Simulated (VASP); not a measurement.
Write the native input for VASP 6.6.1 that does the following.

```yaml
Task: single point
Functional: PBEsol
Potentials_or_basis: VASP PAW PBE potentials, release 64 (As)
Cutoff: 520 eV
k_mesh: 7 × 7 × 9
Occupations: fermi-dirac, width 0.05 eV
Spin: no spin polarisation
Dipole_correction: no
Further_INCAR_settings: ALGO = Normal; EDIFF = 1e-07; NBANDS = 12
```

The structure of As lies in POSCAR:

```
As
1.0
    4.0860676399      0.0000000000      0.0000000000
   -2.0430338199      3.5386383777      0.0000000000
    0.0000000000      0.0000000000      2.5203152908
As
2
Direct
    0.3333333333      0.6666666667      0.0000000000
    0.6666666667      0.3333333333      0.0000000000
```

These files were run (other wordings do the same):

INCAR

```
  PREC = Accurate
  ENCUT = 520
  EDIFF = 1E-7
  ISMEAR = -1
  SIGMA = 0.05
  LREAL = False
  LASPH = True
  NELM = 80
  ALGO = Normal
  ISIF = 2
  LWAVE = False
  LCHARG = True
  GGA = PS
  LELF = True
  LVHAR = True
  NBANDS = 12
```

KPOINTS

```
regular mesh
0
Gamma
  7 7 9
```

Potentials or basis: VASP PAW PBE potentials, release 64 (As).

Run with:

```sh
$ cat potpaw_PBE.64/As/POTCAR > POTCAR
$ mpirun -np 1 vasp_std > vasp.out
```

Results of the run:

The pressure is 31.2 GPa. The band gap on the k mesh is zero (band 5 reaches 10.11 eV, above the bottom of band 6 at 6.03 eV).

Caveat: the PAW data sets were made with another functional, which shifts forces and pressure a little.

Wall time 14 s on 1 thread of Intel(R) Xeon(R) Platinum 8488C (Sapphire Rapids) (shared host), peak memory 0.14 GiB.
